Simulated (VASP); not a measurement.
Write the native input for VASP 6.6.1 that does the following.

| Quantity | Value |
| --- | --- |
| Task | single point |
| Functional | revPBE |
| Dispersion | D4 |
| Potentials or basis | VASP PAW PBE potentials, release 64 (Cd, Se) |
| Cutoff | 520 eV |
| k mesh | 7 × 7 × 4 |
| Occupations | fermi-dirac, width 0.05 eV |
| Spin | no spin polarisation |
| Dipole correction | no |
| Further INCAR settings | ALGO = Normal; EDIFF = 1e-06; NBANDS = 26 |

The structure of CdSe lies in POSCAR:

```
CdSe
1.0
    4.3206636205      0.0000000000      0.0000000000
   -2.1603318102      3.7418044565      0.0000000000
    0.0000000000      0.0000000000      7.0532027710
Cd Se
2 2
Direct
    0.6666666667      0.3333333333      0.5047190009
    0.3333333333      0.6666666667      0.0047190009
    0.6666666667      0.3333333333      0.8802809991
    0.3333333333      0.6666666667      0.3802809991
```

One way to write it, as run:

INCAR

```
  PREC = Accurate
  ENCUT = 520
  EDIFF = 1E-6
  ISMEAR = -1
  SIGMA = 0.05
  LREAL = False
  LASPH = True
  NELM = 100
  ALGO = Normal
  ISIF = 2
  LWAVE = False
  LCHARG = False
  GGA = RE
  IVDW = 13
  NBANDS = 26
```

KPOINTS

```
Automatic mesh
0
Gamma
  7 7 4
```

Potentials or basis: VASP PAW PBE potentials, release 64 (Cd, Se).

Run with:

```sh
$ cat potpaw_PBE.64/Cd/POTCAR potpaw_PBE.64/Se/POTCAR > POTCAR
$ mpirun -np 1 vasp_std > vasp.out
```

It gave:

| Item | Value |
| --- | --- |
| Pressure | 0.3 GPa |
| Band gap on the k mesh | 0.77 eV |
| Dispersion energy per atom | -0.534 eV |

Caveat: the PAW data sets were made with another functional, which shifts forces and pressure a little.

It took 26 s on 1 thread of Intel(R) Xeon(R) 6975P-C (Granite Rapids), on a shared host, peak memory 0.25 GiB.
